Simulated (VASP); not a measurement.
Crystal: ScGaTe3.

```
CELL_PARAMETERS angstrom
3.51594 2.02993 3.96638
-3.51594 2.02993 3.96638
0.00000 -4.05986 3.96638
ATOMIC_POSITIONS crystal
Sc 0.00000 0.00000 0.00000
Ga 0.50000 0.50000 0.50000
Te 0.00000 0.00000 0.50000
Te 0.50000 0.00000 0.00000
Te 0.00000 0.50000 0.00000
```

| Property | Result |
| --- | --- |
| Program | VASP 6.6.1 |
| Task | relaxation of cell and atoms |
| Functional | PBE |
| Potentials or basis | VASP PAW PBE potentials, release 64 (Sc_sv, Ga_d, Te) |
| Cutoff | 600 eV |
| k mesh | 6 × 6 × 6 |
| Occupations | gaussian, width 0.1 eV |
| Spin | no spin polarisation |

At the start: pressure 0.3 GPa; volume 33.97 Å³/atom.

Problem. Where does the relaxation end?

Solution. Over 5 steps the energy falls by 3.0 meV/atom and the volume is 34.31 Å³/atom (+1.0 %); space group R-3m (No. 166, to 0.05 Å).

Step by step:
| step | energy change (eV) | largest force (eV/Å) | pressure (GPa) | volume (Å³) |
| --- | --- | --- | --- | --- |
| 1 | 0.0000 | 0.0000 | 0.29 | 169.85 |
| 2 | -0.0073 | 0.0000 | -0.01 | 171.35 |
| 3 | -0.0102 | 0.0000 | -0.34 | 173.16 |
| 4 | -0.0145 | 0.0000 | -0.09 | 171.96 |
| 5 | -0.0149 | 0.0000 | 0.01 | 171.56 |

Final structure:
```
Sc Ga Te
1.0
     3.57392    2.06340    3.87731
    -3.57392    2.06340    3.87731
     0.00000   -4.12681    3.87731
Sc Ga Te
1 1 3
Direct
  0.00000 0.00000 0.00000
  0.50000 0.50000 0.50000
  0.00000 0.00000 0.50000
  0.50000 0.00000 0.00000
  0.00000 0.50000 0.00000
```
